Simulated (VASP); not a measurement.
A run of VASP 6.6.1 is set up as follows.

INCAR

```
PREC = Accurate
ENCUT = 600
EDIFF = 1E-7
ISMEAR = 0
SIGMA = 0.02
LREAL = F
LASPH = T
NELM = 120
ALGO = Normal
ISIF = 3
LWAVE = F
LCHARG = F
GGA = PE
IBRION = 2
NSW = 100
EDIFFG = -0.002
GGA_COMPAT = F
NELMIN = 4
```

KPOINTS

```
Automatic mesh
0
Gamma
  6 6 6
```

The input POSCAR:

```
HfO2
1.0
    5.0967245748      0.0000000000      0.0000000000
    0.0000000000      5.0967245748      0.0000000000
    0.0000000000      0.0000000000      5.0967245748
Hf O
4 8
Direct
    0.0000000000      0.0000000000      0.0000000000
    0.0000000000      0.5000000000      0.5000000000
    0.5000000000      0.0000000000      0.5000000000
    0.5000000000      0.5000000000      0.0000000000
    0.2500000000      0.2500000000      0.7500000000
    0.2500000000      0.7500000000      0.7500000000
    0.2500000000      0.7500000000      0.2500000000
    0.2500000000      0.2500000000      0.2500000000
    0.7500000000      0.2500000000      0.2500000000
    0.7500000000      0.7500000000      0.2500000000
    0.7500000000      0.7500000000      0.7500000000
    0.7500000000      0.2500000000      0.7500000000
```

Potentials or basis: VASP PAW PBE potentials, release 64 (Hf_pv, O).

Run with:

```sh
$ cat potpaw_PBE.64/Hf_pv/POTCAR potpaw_PBE.64/O/POTCAR > POTCAR
$ mpirun -np 1 vasp_std > vasp.out
```

Q: What does it give for the space group after relaxing (to 0.05 Å)?

A: Fm-3m (No. 225).

Q: Predict the relaxed volume.

A: 10.87 Å³/atom.

Q: Predict the relaxed cell.

A: a = 5.071 Å, b = 5.071 Å, c = 5.071 Å, α = 90.00°, β = 90.00°, γ = 90.00°.

Q: Estimate the band gap on the k mesh.

A: 3.80 eV.

Step by step:
```
step  energy change (eV)  largest force (eV/Å)  pressure (GPa)  volume (Å³)
   1              0.0000                0.0000           -3.76       132.40
   2              0.0275                0.0000            5.88       127.50
   3             -0.0241                0.0000           -0.02       130.38
```

Caveat: spin-orbit coupling is left out, which moves the levels of the heavy elements. A k mesh can miss the band edges.
